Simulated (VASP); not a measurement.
Write the native input for VASP 6.6.1 that does the following.

| Property | Result |
| --- | --- |
| Task | single point |
| Functional | RPBE |
| Dispersion | D4 |
| Potentials or basis | VASP PAW PBE potentials, release 64 (Hg, Te) |
| Cutoff | 520 eV |
| k mesh | 7 × 7 × 7 |
| Occupations | fermi-dirac, width 0.05 eV |
| Spin | no spin polarisation |
| Dipole correction | no |
| Further INCAR settings | ALGO = Normal; EDIFF = 1e-07; NBANDS = 16 |

The structure of HgTe lies in POSCAR:

```
HgTe
1.0
    0.0000000000      3.0035270684      3.0035270684
    3.0035270684      0.0000000000      3.0035270684
    3.0035270684      3.0035270684      0.0000000000
Hg Te
1 1
Direct
    0.0000000000      0.0000000000      0.0000000000
    0.5000000000      0.5000000000      0.5000000000
```

The input as run:

INCAR

```
SYSTEM = HgTe
ALGO = Normal
EDIFF = 1E-7
ENCUT = 520
GGA = RP
ISIF = 2
ISMEAR = -1
IVDW = 13
LASPH = .True.
LCHARG = .False.
LREAL = .False.
LWAVE = .False.
NBANDS = 16
NELM = 80
PREC = Accurate
SIGMA = 0.05
```

KPOINTS

```
k-points
0
Gamma
  7 7 7
  0 0 0
```

Potentials or basis: VASP PAW PBE potentials, release 64 (Hg, Te).

The run is started by

```bash
$ cat potpaw_PBE.64/Hg/POTCAR potpaw_PBE.64/Te/POTCAR > POTCAR
$ mpirun -np 1 vasp_std > vasp.out
```

Results of the run:

```yaml
Pressure: 0.1 GPa
Band_gap_on_the_k_mesh: zero (band 9 reaches 5.33 eV, above the bottom of band 10 at 2.67 eV)
Dispersion_energy_per_atom: -0.915 eV
```

Caveat: the PAW data sets were made with another functional, which shifts forces and pressure a little; spin-orbit coupling is left out, which moves the levels of the heavy elements; pairwise dispersion overbinds metals, which lowers pressure and volume.

Run time: 9.3 s on 1 thread of Intel(R) Xeon(R) 6975P-C (Granite Rapids) (shared host), peak memory 0.18 GiB.
